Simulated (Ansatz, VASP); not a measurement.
## Al3Cu in VASP and in Ansatz

Contents of INCAR:

```
PREC     = Accurate       # precision mode
ENCUT    = 520            # plane-wave cutoff, eV
EDIFF    = 1E-7           # SCF threshold, eV
ISMEAR   = 0              # smearing method
SIGMA    = 0.15           # smearing width, eV
LREAL    = False          # projectors in reciprocal space
LASPH    = True           # aspherical terms in the spheres
NELM     = 100            # most SCF steps
ALGO     = Fast           # electronic algorithm
ISIF     = 2              # what is computed and relaxed
LWAVE    = False          # write WAVECAR
LCHARG   = True           # write CHGCAR
LELF     = True           # ELF
LVHAR    = True         
NBANDS   = 18             # bands
```

KPOINTS

```
Automatic mesh
0
Gamma
  12 12 12
```

The input POSCAR:

```
Al3Cu
1.0
    3.8888570821      0.0000000000      0.0000000000
    0.0000000000      3.8888570821      0.0000000000
    0.0000000000      0.0000000000      3.8888570821
Al Cu
3 1
Direct
    0.0000000000      0.5000000000      0.5000000000
    0.5000000000      0.0000000000      0.5000000000
    0.5000000000      0.5000000000      0.0000000000
    0.0000000000      0.0000000000      0.0000000000
```

Input for Ansatz:

```yaml
crystal:
  lattice:
    - [3.8888570821, 0.0, 0.0]
    - [0.0, 3.8888570821, 0.0]
    - [0.0, 0.0, 3.8888570821]
  atoms:
    - { symbol: Al, position: [0.0, 0.5, 0.5] }
    - { symbol: Al, position: [0.5, 0.0, 0.5] }
    - { symbol: Al, position: [0.5, 0.5, 0.0] }
    - { symbol: Cu, position: [0.0, 0.0, 0.0] }
basis:
  ecutwfc: 520.0
kpoints:
  mp_grid: { grid: [12, 12, 12] }
hamiltonian:
  xc: lda
  pseudopotentials: { kind: paw, azcp: { folder: soft_1 } }
scf:
  occupations: { method: gaussian, width: 0.15 }
output:
  forces: true
  stress: true
  eigenvalues: true
```

Alike in both runs: task single point; functional LDA; k mesh 12 × 12 × 12; occupations gaussian, width 0.15 eV; no spin polarisation.

|  | VASP | Ansatz |
| --- | --- | --- |
| version | VASP 6.6.1 | Ansatz 0.2.0 |
| potentials or method | VASP PAW LDA potentials, release 64 (Al, Cu), cutoff 520 eV | scalar-relativistic, plane waves, PAW |
| valence electrons in the cell | 20 | 28 |

Ansatz gave:

* gap on the k mesh at the Fermi level (eV): none
* pressure (GPa): -2.6

Task: Which values does VASP return?

Result: gap on the k mesh at the Fermi level (eV): none; pressure (GPa): -2.5.

Ansatz warns that its potentials were made for another functional, while VASP's fit it. LDA's correlation is that of Perdew and Zunger in VASP and of Perdew and Wang (1992) in Ansatz. A gap of «none» marks a metal or a gap that the smearing closes. VASP's potentials hold 20 valence electrons a cell and Ansatz's 28, so a difference there can come from the potentials and not from the codes.
